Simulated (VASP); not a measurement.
Set up this calculation in VASP 6.6.1, as the native input.

| Item | Value |
| --- | --- |
| Task | single point |
| Functional | PBE |
| Potentials or basis | VASP PAW PBE potentials, release 64 (Ca_sv, O) |
| Cutoff | 520 eV |
| k mesh | 4 × 4 × 4 |
| Occupations | fermi-dirac, width 0.05 eV |
| Spin | no spin polarisation |
| Dipole correction | no |
| Further INCAR settings | ALGO = Normal; EDIFF = 1e-06; NBANDS = 15 |

The structure of CaO (rock salt type) lies in POSCAR:

```
CaO
1.0
    0.0000000000      2.4150000000      2.4150000000
    2.4150000000      0.0000000000      2.4150000000
    2.4150000000      2.4150000000      0.0000000000
Ca O
1 1
Direct
    0.0071720530      0.0071720530      0.0071720530
    0.5000000000      0.5000000000      0.5000000000
```

The input as run:

INCAR

```
SYSTEM = CaO
PREC = Accurate
ENCUT = 520
EDIFF = 1E-6
ISMEAR = -1
SIGMA = 0.05
LREAL = .False.
LASPH = .True.
NELM = 80
ALGO = Normal
ISIF = 2
LWAVE = .False.
LCHARG = .False.
GGA = PE
NBANDS = 15
```

KPOINTS

```
Automatic mesh
0
Gamma
  4 4 4
  0 0 0
```

Potentials or basis: VASP PAW PBE potentials, release 64 (Ca_sv, O).

The run is started by

```sh
$ cat potpaw_PBE.64/Ca_sv/POTCAR potpaw_PBE.64/O/POTCAR > POTCAR
$ mpirun -np 1 vasp_std > vasp.out
```

Results of the run:

| Quantity | Value |
| --- | --- |
| Pressure | 0.8 GPa |
| Largest force | 0.169 eV/Å |
| Band gap on the k mesh | 3.67 eV (least direct gap 4.04 eV) |

Caveat: the k points lie up to 0.56 Å⁻¹ apart.

Wall time 3.7 s on 1 thread of Intel(R) Xeon(R) 6975P-C (Granite Rapids), on a shared host, peak memory 0.15 GiB.
